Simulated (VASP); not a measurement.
# K7NaCl8 in VASP: further runs

The runs below take K7NaCl8 through single point, with PBE.

Everything below comes from runs of VASP 6.6.1. Logs are shortened: lines on timing, memory, paths and dates and some standing lists are left out, and cuts for length are marked.

### Step 1. The cell of the first run

The cell holds an amorphous packing of atoms, 16 atoms: a = 8.056 Å, b = 8.145 Å, c = 8.139 Å, α = 88.78°, β = 91.06°, γ = 89.26°.

### Step 2. Single point, PBE

INCAR reads:

```
  PREC = Accurate
  ENCUT = 520
  EDIFF = 1E-6
  ISMEAR = -1
  SIGMA = 0.0991
  LREAL = Auto
  LASPH = True
  NELM = 100
  ALGO = Normal
  ISIF = 2
  LWAVE = False
  LCHARG = False
  GGA = PE
  NBANDS = 77
  ISYM = 0
```

KPOINTS reads:

```
Automatic mesh
0
Gamma
  1 1 1
```

POSCAR reads:

```
K7NaCl8
1.0
    8.0552110000      0.0523980000     -0.0749070000
    0.0523980000      8.1439380000      0.0866740000
   -0.0749070000      0.0866740000      8.1384140000
Na Cl K
1 8 7
Direct
    0.7231199376      0.4391511305      0.8743150398
    0.4605872275      0.5141692297      0.6286293747
    1.0189042113      0.5346707786      0.7291319909
    0.7794691895      0.8031497758      0.1538338422
    0.9326482091      0.3731143483      0.2845603045
    0.2880675886     -0.0331866673      0.2339339950
    0.7037704118      0.1451899043      0.7614885579
    0.3627272183      0.4874374817      1.1115119790
    0.2187114196      0.9581520542      0.7776961390
    0.1473770099      0.7262698687      0.4597567604
    0.1528729600      0.2114780281      0.5330873568
    0.0925927800      0.6901176651      0.0144200810
    0.5839179327      0.1641778730      0.1706215225
    0.0866200680      0.2175588772      0.9977648902
    0.6878004611      0.6372723066      0.4354417371
    0.4652897658      0.7575354526      0.9059578233
```

Potentials or basis: VASP PAW PBE potentials, release 64 (Na_pv, Cl, K_sv).

Command:

```sh
cat potpaw_PBE.64/Na_pv/POTCAR potpaw_PBE.64/Cl/POTCAR potpaw_PBE.64/K_sv/POTCAR > POTCAR
mpirun -np 1 vasp_gam > vasp.out
```

OUTCAR:

```text
PREC = Accurate
   ENCUT = 520
   EDIFF = 1E-6
   ISMEAR = -1
   LREAL = Auto
   LASPH = True
   NELM = 100
   ISIF = 2
   GGA = PE
   ISYM = 0

 ion  position               nearest neighbor table
   1  0.723  0.439  0.874-   7 2.59
   2  0.461  0.514  0.629-  15 2.63  16 3.04
   3  0.019  0.535  0.729-  12 2.73  10 2.88
   4  0.779  0.803  0.154-  15 2.75  12 2.93  16 3.24
   5  0.933  0.373  0.285-  11 2.94  14 2.96  15 3.18
   6  0.288  0.967  0.234-  10 2.91  13 2.94  14 3.18
   7  0.704  0.145  0.761-   1 2.59
   8  0.363  0.487  0.112-  12 2.81  16 2.87  13 3.18
   9  0.219  0.958  0.778-  16 2.73  11 2.87  14 3.00  12 3.08
  10  0.147  0.726  0.460-   3 2.88   6 2.91  12 3.66  15 3.78
  11  0.153  0.211  0.533-   9 2.87   5 2.94
  12  0.093  0.690  0.014-   3 2.73   8 2.81   4 2.93   9 3.08  16 3.20  10 3.66
  13  0.584  0.164  0.171-   6 2.94   8 3.18
  14  0.087  0.218  0.998-   5 2.96   9 3.00   6 3.18
  15  0.688  0.637  0.435-   2 2.63   4 2.75   5 3.18  10 3.78
  16  0.465  0.758  0.906-   9 2.73   8 2.87   2 3.04  12 3.20   4 3.24

IMPORTANT INFORMATION: All symmetrisations will be switched off!
NOSYMM: (Re-)initialisation of all symmetry stuff for point group C_1.

----------------------------------------------------------------------------------------

                                     Primitive cell

  volume of cell :     533.7600

  direct lattice vectors                    reciprocal lattice vectors
     8.055211000  0.052398000 -0.074907000     0.124159224 -0.000811093  0.001151415
     0.052398000  8.143938000  0.086674000    -0.000811093  0.122809937 -0.001315390
    -0.074907000  0.086674000  8.138414000     0.001151415 -0.001315390  0.122898670

  length of vectors
     8.055729692  8.144567765  8.139220225     0.124167212  0.122819659  0.122911103

  position of ions in fractional coordinates (direct lattice)
     0.723119938  0.439151131  0.874315040
     0.460587227  0.514169230  0.628629375
     0.018904211  0.534670779  0.729131991
     0.779469189  0.803149776  0.153833842
     0.932648209  0.373114348  0.284560304
     0.288067589  0.966813333  0.233933995
     0.703770412  0.145189904  0.761488558
     0.362727218  0.487437482  0.111511979
     0.218711420  0.958152054  0.777696139
     0.147377010  0.726269869  0.459756760
     0.152872960  0.211478028  0.533087357
     0.092592780  0.690117665  0.014420081
     0.583917933  0.164177873  0.170621522
     0.086620068  0.217558877  0.997764890
     0.687800461  0.637272307  0.435441737
     0.465289766  0.757535453  0.905957823

  ion indices of the primitive-cell ions
   primitive index   ion index
                 1           1
                 2           2
                 3           3
                 4           4
                 5           5
                 6           6
                 7           7
                 8           8
                 9           9
                10          10
                11          11
                12          12
                13          13
                14          14
                15          15
                16          16

----------------------------------------------------------------------------------------

 KPOINTS: Automatic mesh

Automatic generation of k-mesh.
 Grid dimensions read from file:
 generate k-points for:    1    1    1

 Generating k-lattice:

  Cartesian coordinates                     Fractional coordinates (reciprocal lattice)
     0.124159224 -0.000811093  0.001151415     1.000000000 -0.000000000  0.000000000
    -0.000811093  0.122809937 -0.001315390     0.000000000  1.000000000  0.000000000
     0.001151415 -0.001315390  0.122898670     0.000000000  0.000000000  1.000000000

  Length of vectors
     0.124167212  0.122819659  0.122911103

  Shift w.r.t. Gamma in fractional coordinates (k-lattice)
     0.000000000  0.000000000  0.000000000

 Subroutine IBZKPT returns following result:
 ===========================================

 Found      1 irreducible k-points:

 Following reciprocal coordinates:
            Coordinates               Weight
  0.000000  0.000000  0.000000      1.000000
   k-points           NKPTS =      1   k-points in BZ     NKDIM =      1   number of bands    NBANDS=     77
   number of dos      NEDOS =    301   number of ions     NIONS =     16
   total plane-waves  NPLWV = 245760
   dimension x,y,z NGX =    60 NGY =   64 NGZ =   64
   dimension x,y,z NGXF=   120 NGYF=  128 NGZF=  128
   ions per type =               1   8   7
   NGX,Y,Z   is equivalent  to a cutoff of  12.38, 13.06, 13.07 a.u.
   NGXF,Y,Z  is equivalent  to a cutoff of  24.76, 26.13, 26.14 a.u.
 SYSTEM =  unknown system
   PREC   = accura    normal or accurate (medium, high low for compatibility)
   ISTART =      0    job   : 0-new  1-cont  2-samecut
   ICHARG =      2    charge: 1-file 2-atom 10-const
   ISPIN  =      1    spin polarized calculation?
   LNONCOLLINEAR =      F non collinear calculations
   LSORBIT =      F    spin-orbit coupling
   LASPH  =      T    aspherical Exc in radial PAW
   ENCUT  =  520.0 eV  38.22 Ry    6.18 a.u.  14.98 15.14 15.13*2*pi/ulx,y,z
   NELM   =    100;   NELMIN=  2; NELMDL= -5     # of ELM steps
   EDIFF  = 0.1E-05   stopping-criterion for ELM
   LREAL  =      T    real-space projection
   EDIFFG = 0.1E-04   stopping-criterion for IOM
   NSW    =      0    number of steps for IOM
   IBRION =     -1    ionic relax: 0-MD 1-quasi-New 2-CG
   NFREE  =      0    steps in history (QN), initial steepest desc. (CG)
   ISIF   =      2    stress and relaxation
   ISYM   =      0    0-nonsym 1-usesym 2-fastsym
   POTIM  = 0.5000    time-step for ionic-motion
   TEBEG  =    0.0;   TEEND  =   0.0 temperature during run
   PSTRESS=    0.0 pullay stress
   NELECT =     126.0000    total number of electrons
   NUPDOWN=      -1.0000    fix difference up-down
   EMIN   =  10.00;   EMAX   =-10.00  energy-range for DOS
   EFERMI =   0.00;   METHOD = LEGACY
   ISMEAR =    -1;   SIGMA  =   0.10  broadening in eV -4-tet -1-fermi 0-gaus
   EFERMI_NEDOS =   21; number of points for ismear=-14 and -15
   IALGO  =     38    algorithm
   IMIX   =      4    mixing-type and parameters
     AMIX     =   0.40;   BMIX     =  1.00
     AMIX_MAG =   1.60;   BMIX_MAG =  1.00
  volume/ion in A,a.u.               =      33.36       225.12
  Fermi-wavevector in a.u.,A,eV,Ry     =   1.011773  1.911973 13.928070  1.023684
  Thomas-Fermi vector in A             =   2.144842
   LORBIT       =      0    0 simple, 1 ext, 2 COOP (PROOUT), +10 PAW based schemes
   GGA     = PE    functional components
   LHFCALC =     F    Hartree Fock is set to
   AEXX    =    0.0000 exact exchange contribution
   IVDW    =     0    specifies the selected vdW correction
   LEPSILON=     F    determine dielectric tensor
   LRPA    =     F    only Hartree local field effects (RPA)
 non-spin polarized calculation
  energy-cutoff  :      520.00
  volume of cell :      533.76
 maximum number of plane-waves:      7178
 NGX is ok and might be reduce to    60
   NGX = 29   NGY = 31   NGZ = 31

 number of electron     125.9999991 magnetization

 Free energy of the ion-electron system (eV)
  ---------------------------------------------------
  ext. energy  EPLUGINS =         0.00000000
  ---------------------------------------------------
  free energy    TOTEN  =       -50.33018922 eV

  energy without entropy =      -50.33018915  energy(sigma->0) =      -50.33018918

 E-fermi :   0.5933     XC(G=0):  -7.0885

 val. band max:       -1.2622299390   @ k =   0.0000   0.0000   0.0000
 cond. band min:       2.4347358431   @ k =   0.0000   0.0000   0.0000
 fundamental gap:      3.6969657821
 Fermi energy:         0.5932808772

 k-point     1 :       0.0000    0.0000    0.0000
  band No.  band energies     occupation
      1     -30.0181      2.00000
      2     -29.9092      2.00000
      3     -29.7049      2.00000
      4     -29.6820      2.00000
      5     -29.5531      2.00000
      6     -29.4734      2.00000
      7     -29.3264      2.00000
      8     -24.0333      2.00000
      9     -23.9986      2.00000
     10     -23.9639      2.00000
     11     -14.7407      2.00000
     12     -14.5979      2.00000
     13     -14.5057      2.00000
     14     -14.4086      2.00000
     15     -14.3123      2.00000
     16     -14.2513      2.00000
     17     -14.1061      2.00000
     18     -13.5566      2.00000
     19     -13.4747      2.00000
     20     -13.4662      2.00000
     21     -13.4402      2.00000
     22     -13.4189      2.00000
     23     -13.3185      2.00000
     24     -13.2491      2.00000
     25     -13.2262      2.00000
     26     -13.2036      2.00000
     27     -13.1667      2.00000
     28     -13.1518      2.00000
     29     -13.1109      2.00000
     30     -13.0977      2.00000
     31     -13.0618      2.00000
     32     -13.0226      2.00000
     33     -12.9868      2.00000
     34     -12.9332      2.00000
     35     -12.8201      2.00000
     36     -12.7364      2.00000
     37     -12.6920      2.00000
     38     -12.6026      2.00000
     39     -12.4722      2.00000
     40      -3.3091      2.00000
     41      -3.1418      2.00000
     42      -3.1160      2.00000
     43      -2.9685      2.00000
     44      -2.8422      2.00000
     45      -2.8021      2.00000
     46      -2.7534      2.00000
     47      -2.7380      2.00000
     48      -2.6603      2.00000
     49      -2.5148      2.00000
     50      -2.5055      2.00000
     51      -2.4220      2.00000
     52      -2.3777      2.00000
     53      -2.3559      2.00000
     54      -2.3036      2.00000
     55      -2.2713      2.00000
     56      -2.1537      2.00000
     57      -2.1262      2.00000
     58      -2.0992      2.00000
     59      -2.0601      2.00000
     60      -1.8417      2.00000
     61      -1.7840      2.00000
     62      -1.4561      2.00000
     63      -1.2622      2.00000
     64       2.4347      0.00000
     65       4.1545      0.00000
     66       4.5737      0.00000
     67       4.8905      0.00000
     68       5.0305      0.00000
     69       5.1495      0.00000
     70       5.2534      0.00000
     71       5.3911      0.00000
     72       5.4628      0.00000
     73       5.5880      0.00000
     74       5.6873      0.00000
     75       5.8061      0.00000
 [bands above 75 left out]

------------------------ aborting loop because EDIFF is reached ----------------------------------------

  FORCE on cell =-STRESS in cart. coord.  units (eV):
  Direction    XX          YY          ZZ          XY          YZ          ZX
  --------------------------------------------------------------------------------------
  -------------------------------------------------------------------------------------
  Total        6.5677847      5.5190383      6.1720371     -0.5643877     -4.3933629     -3.2510891
  in kB       19.7143956     16.5663934     18.5264878     -1.6941118    -13.1874748     -9.7587331
  external PRESSURE =      18.2690923 kB  Pullay stress =       0.0000000 kB

 VOLUME and BASIS-vectors are now :
 -----------------------------------------------------------------------------
  energy-cutoff  :      520.00
  volume of cell :      533.76
      direct lattice vectors                 reciprocal lattice vectors
     8.055211000  0.052398000 -0.074907000     0.124159224 -0.000811093  0.001151415
     0.052398000  8.143938000  0.086674000    -0.000811093  0.122809937 -0.001315390
    -0.074907000  0.086674000  8.138414000     0.001151415 -0.001315390  0.122898670

 POSITION                                       TOTAL-FORCE (eV/Angst)
 -----------------------------------------------------------------------------------
      5.78240      3.69009      7.09943        -0.159435     -0.020498     -0.403840
      3.68998      4.26598      5.12611        -0.681259     -0.246736      0.642746
      0.12568      4.41851      5.97890        -0.780586     -0.652337     -0.175780
      6.30935      6.59498      1.26319        -0.043608      0.463712     -0.530522
      7.51091      3.11215      2.27835        -0.433154      0.109714     -0.284313
      2.35358      7.90904      1.96607        -0.063284      0.149739      0.065891
      5.61959      1.28530      6.15718         0.239137     -0.105719      0.481845
      2.93903      3.99833      0.92261         0.568233     -0.721672      0.314857
      1.75372      7.88200      6.39588        -0.522674      0.114810     -0.359955
      1.19077      5.96227      3.79360         0.254240     -0.135205      0.072439
      1.20257      1.77648      4.34536         0.149442      0.306515     -0.117382
      0.78094      5.62638      0.17024        -0.370911      0.705573      0.498328
      4.69940      1.38244      1.35908         0.245898     -0.080041      0.020617
      0.63440      1.86280      8.13259         0.137204     -0.173757     -0.055296
      5.54115      5.26369      3.54752         0.597872     -0.041980     -0.262417
      3.71984      6.27223      7.40386         0.862886      0.327884      0.092782
 -----------------------------------------------------------------------------------
    total drift:                                0.002834      0.007023     -0.006291

  FREE ENERGIE OF THE ION-ELECTRON SYSTEM (eV)
  ---------------------------------------------------
  free  energy   TOTEN  =       -50.3301892173 eV

  energy  without entropy=      -50.3301891505  energy(sigma->0) =      -50.33018918
```

Run time: 43 s. Hardware: 1 thread of Intel Xeon 6975P-C (Granite Rapids), shared host; peak memory 0.5 GiB.

Results:

| Item | Value |
| --- | --- |
| Free energy | -50.3302 eV |
| Pressure | 1.8 GPa |
| Largest force | 1.032 eV/Å |
| Band gap on the k mesh | 3.70 eV |

Forces in eV/Å, atoms in the order of the input:
```
Na  -0.159 -0.020 -0.404
Cl  -0.681 -0.247  0.643
Cl  -0.781 -0.652 -0.176
Cl  -0.044  0.464 -0.531
Cl  -0.433  0.110 -0.284
Cl  -0.063  0.150  0.066
Cl   0.239 -0.106  0.482
Cl   0.568 -0.722  0.315
Cl  -0.523  0.115 -0.360
K    0.254 -0.135  0.072
K    0.149  0.307 -0.117
K   -0.371  0.706  0.498
K    0.246 -0.080  0.021
K    0.137 -0.174 -0.055
K    0.598 -0.042 -0.262
K    0.863  0.328  0.093
```

Levels at points of the mesh, in eV from the valence-band top:
```csv
k point,band 59,band 60,band 61,band 62,band 63,band 64,band 65,band 66,band 67,band 68
"(0.00, 0.00, 0.00)",-0.80,-0.58,-0.52,-0.19,0.00,3.70,5.42,5.84,6.15,6.29
```

Caveat: the k points lie up to 0.78 Å⁻¹ apart.

### Step 3. Single point, PBE

INCAR reads:

```
SYSTEM = K7NaCl8
PREC = Accurate
ENCUT = 520
EDIFF = 1E-7
ISMEAR = -1
SIGMA = 0.0991
LREAL = Auto
LASPH = .True.
NELM = 100
ALGO = Normal
ISIF = 2
LWAVE = .False.
LCHARG = .False.
GGA = PE
NBANDS = 77
ISYM = 0
```

KPOINTS reads:

```
regular mesh
0
Gamma
  1 1 1
  0 0 0
```

POSCAR reads:

```
K7NaCl8
1.0
    8.0552110000      0.0523980000     -0.0749070000
    0.0523980000      8.1439380000      0.0866740000
   -0.0749070000      0.0866740000      8.1384140000
Na Cl K
1 8 7
Direct
    0.6461493170      0.3970861133      0.9242608038
    0.3895342861      0.5446839170      0.6691526028
    0.8709049212      0.5080182453      0.6868522419
    0.7912091428      0.8096144978      0.1845991831
    0.9869277914      0.3924367116      0.2574325588
    0.3088840456     -0.0231644697      0.2671631517
    0.6740294433      0.0871320439      0.8378780486
    0.3557353891      0.4937163889      1.0900098836
    0.1620215605      0.9384519775      0.7623701820
    0.1026138833      0.7102598570      0.4877471747
    0.1862899907      0.2449953761      0.5636248899
    0.0594023759      0.7071186927     -0.0018385833
    0.6291809875      0.1362454819      0.2459263094
    0.0880797924      0.2256657011      0.9689447408
    0.6588561186      0.5931203812      0.4468657922
    0.5124765422      0.7793845601      0.9072699795
```

Potentials or basis: VASP PAW PBE potentials, release 64 (Na_pv, Cl, K_sv).

Command:

```sh
cat potpaw_PBE.64/Na_pv/POTCAR potpaw_PBE.64/Cl/POTCAR potpaw_PBE.64/K_sv/POTCAR > POTCAR
mpirun -np 1 vasp_gam > vasp.out
```

It took 61 s on 1 thread of Intel Xeon 6975P-C (Granite Rapids), shared host; peak memory 0.49 GiB.

Results (log left out):

- Free energy: -50.6344 eV
- Pressure: 1.5 GPa
- Largest force: 1.609 eV/Å
- Band gap on the k mesh: 3.97 eV

Forces on the atoms (eV/Å):
```
Na  -0.292 -0.008 -0.472
Cl  -0.063 -0.402 -0.223
Cl   0.695 -0.371  1.403
Cl  -0.293  0.139  0.392
Cl  -0.774 -0.084  0.312
Cl  -0.220  0.012  0.074
Cl   0.171  0.603  0.154
Cl   0.808 -0.409  0.197
Cl   0.161  0.321 -0.225
K    0.214  0.238 -0.464
K    0.021 -0.042 -0.576
K    0.175 -0.383  0.085
K    0.101 -0.108 -0.016
K    0.180 -0.194  0.222
K   -0.707  0.242 -1.103
K   -0.177  0.447  0.241
```

Stress tensor (GPa, compression positive):
```
 1.22 -0.03 -0.83
-0.03  1.51 -0.73
-0.83 -0.73  1.75
```

Levels at points of the mesh, in eV from the valence-band top:
```
           k point  band 59  band 60  band 61  band 62  band 63  band 64  band 65  band 66  band 67  band 68
(0.00, 0.00, 0.00)    -0.26    -0.19    -0.13    -0.05     0.00     3.97     5.71     6.06     6.29     6.59
```

Caveat: the k points lie up to 0.78 Å⁻¹ apart.

(Continued in part 2 of 2.)
